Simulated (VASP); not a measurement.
## Sn: single point with PBE

Sn:

```
CELL_PARAMETERS angstrom
-1.72654 1.77555 2.33834
1.72654 -1.77555 2.33834
1.72654 1.77555 -2.33834
ATOMIC_POSITIONS crystal
Sn 0.00000 0.00000 0.00000
```

```json
{
  "Program": "VASP 6.6.1",
  "Task": "single point",
  "Functional": "PBE",
  "Potentials or basis": "VASP PAW PBE potentials, release 64 (Sn_d)",
  "Cutoff": "520 eV",
  "k mesh": "16 × 16 × 16",
  "Occupations": "fermi-dirac, width 0.05 eV",
  "Spin": "no spin polarisation"
}
```

```json
{
 "Pressure": "-1.1 GPa",
 "Band gap on the k mesh": "zero (band 7 reaches 14.54 eV, above the bottom of band 8 at 5.53 eV)"
}
```

Stress tensor (GPa, compression positive):
```
-0.70  0.00  0.00
 0.00 -1.37  0.00
 0.00  0.00 -1.11
```

Levels at points of the mesh, in eV from the Fermi level:
```csv
k point,band 3,band 4,band 5,band 6,band 7,band 8,band 9,band 10,band 11,band 12
"(0.00, 0.00, 0.00)",-21.54,-21.51,-21.47,-10.77,7.02,7.17,7.57,10.60,11.12,11.63
"(0.50, 0.00, 0.00)",-21.54,-21.44,-21.42,-6.84,-4.40,5.24,5.99,9.67,10.09,10.20
"(0.00, 0.50, 0.00)",-21.53,-21.42,-21.42,-6.59,-4.33,4.82,5.69,9.18,9.64,10.04
"(0.50, 0.50, 0.00)",-21.43,-21.42,-21.40,-5.22,-3.58,2.06,2.44,5.52,5.90,19.11
"(0.50, 0.50, 0.50)",-21.43,-21.40,-21.40,-4.45,-3.08,1.21,1.85,4.61,5.44,19.17
```

Run time: 5.3 min on 1 thread of Intel(R) Xeon(R) Platinum 8259CL CPU @ 2.50GHz (Skylake/Cascade Lake), on a shared host, peak memory 0.33 GiB.

Caveat: spin-orbit coupling is left out, which moves the levels of the heavy elements.
